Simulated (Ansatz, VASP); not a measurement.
RbCl in VASP and in Ansatz

```
Rb Cl
1.0
     0.00000    3.30871    3.30871
     3.30871    0.00000    3.30871
     3.30871    3.30871    0.00000
Rb Cl
1 1
Direct
  0.00000 0.00000 0.00000
  0.50000 0.50000 0.50000
```

Alike in both runs: task single point; functional PBEsol; k mesh 6 × 6 × 6; occupations gaussian, width 0.1 eV; no spin polarisation.

```csv
,VASP,Ansatz
version,VASP 6.6.1,Ansatz 0.2.0
potentials or method,"VASP PAW PBE potentials, release 64 (Rb_sv, Cl), cutoff 500 eV","scalar-relativistic, plane waves, PAW"
valence electrons in the cell,16,16
```

```csv
,VASP,Ansatz,Ansatz less VASP
gap on the k mesh at the Fermi level (eV),4.80,4.80,+0.003
least direct gap on the mesh (eV),4.80,4.80,+0.003
pressure (GPa),-0.5,-0.5,-0.01
```

VASP's potentials were made for PBE, not for PBEsol.
